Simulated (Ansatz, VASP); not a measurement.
BaZnSbF in VASP and in Ansatz

```
CELL_PARAMETERS angstrom
4.42350 0.00000 0.00000
0.00000 4.42350 0.00000
0.00000 0.00000 9.66664
ATOMIC_POSITIONS crystal
Ba 0.00000 0.50000 0.34808
Ba 0.50000 0.00000 0.65192
Zn 0.50000 0.50000 0.00000
Zn 0.00000 0.00000 0.00000
Sb 0.50000 0.00000 0.16852
Sb 0.00000 0.50000 0.83148
F 0.50000 0.50000 0.50000
F 0.00000 0.00000 0.50000
```

Alike in both runs: functional PBE; dispersion D3(BJ); k mesh 8 × 8 × 4; occupations gaussian, width 0.1 eV; no spin polarisation.

Ansatz relaxed the structure, and its values are those at the end. VASP's run is a single point on that final structure, the one shown.

|  | VASP | Ansatz |
| --- | --- | --- |
| version | VASP 6.6.1 | Ansatz 0.2.0 |
| potentials or method | VASP PAW PBE potentials, release 64 (Ba_sv, Zn, Sb_d_GW, F), cutoff 700 eV | scalar-relativistic, plane waves, PAW |
| valence electrons in the cell | 88 | 88 |

```tsv
	VASP	Ansatz	Ansatz less VASP
gap on the k mesh at the Fermi level (eV)	none	none	-
pressure (GPa)	0.6	0.0	-0.58
rms of the force components (eV/Å)	0.034	0.000	-0.0338
```

A gap of «none» marks a metal or a gap that the smearing closes.

Neither program's run includes spin-orbit coupling.
